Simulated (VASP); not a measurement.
Write the native input for VASP 6.6.1 that does the following.

```yaml
Task: relaxation of cell and atoms
Functional: PBE
Potentials_or_basis: VASP PAW PBE potentials, release 64 (Ga_d, As, In_d)
Cutoff: 600 eV
k_mesh: 4 × 4 × 4
Occupations: fermi-dirac, width 0.02 eV
Spin: no spin polarisation
Dipole_correction: no
Further_INCAR_settings: ALGO = Normal; EDIFF = 1e-06; IBRION = 2; EDIFFG = -0.005; NSW = 80; ISIF = 3
```

The structure of In3GaAs4 lies in POSCAR:

```
In3GaAs4
1.0
    5.8304871635      0.0000000000      0.0000000000
    0.0000000000      5.8304871635      0.0000000000
    0.0000000000      0.0000000000      5.8304871635
Ga As In
1 4 3
Direct
    0.0000000000      0.0000000000      0.0000000000
    0.2500000000      0.2500000000      0.2500000000
    0.7500000000      0.7500000000      0.2500000000
    0.7500000000      0.2500000000      0.7500000000
    0.2500000000      0.7500000000      0.7500000000
    0.5000000000      0.5000000000      0.0000000000
    0.5000000000      0.0000000000      0.5000000000
    0.0000000000      0.5000000000      0.5000000000
```

These files were run (other wordings do the same):

INCAR

```
SYSTEM = In3GaAs4
  PREC = Accurate
  ENCUT = 600
  EDIFF = 1E-6
  ISMEAR = -1
  SIGMA = 0.02
  LREAL = .FALSE.
  LASPH = .TRUE.
  NELM = 100
  ALGO = Normal
  ISIF = 3
  LWAVE = .FALSE.
  LCHARG = .FALSE.
  GGA = PE
  IBRION = 2
  NSW = 80
  EDIFFG = -0.005
```

KPOINTS

```
regular mesh
0
G
  4 4 4
  0 0 0
```

Potentials or basis: VASP PAW PBE potentials, release 64 (Ga_d, As, In_d).

The run is started by

```bash
$ cat potpaw_PBE.64/Ga_d/POTCAR potpaw_PBE.64/As/POTCAR potpaw_PBE.64/In_d/POTCAR > POTCAR
$ mpirun -np 1 vasp_std > vasp.out
```

It gave:

```yaml
Relaxed_volume: 28.12 Å³/atom
Relaxed_cell: a = 6.082 Å, b = 6.082 Å, c = 6.082 Å, α = 90.00°, β = 90.00°, γ = 90.00°
Space_group_after_relaxing_to_0.1_Å: P-43m (No. 215)
Energy_gained_by_relaxing: 116.2 meV/atom
Ionic_steps: 12
Pressure_after_relaxing: 0.0 GPa
Band_gap_on_the_k_mesh: zero (filled and empty bands touch)
```

Caveat: semilocal functionals underestimate gaps, and a narrow one can read as zero; spin-orbit coupling is left out, which moves the levels of the heavy elements.

Wall time 7.5 min on 1 thread of Intel(R) Xeon(R) 6975P-C (Granite Rapids), with other jobs on the host, peak memory 0.39 GiB.
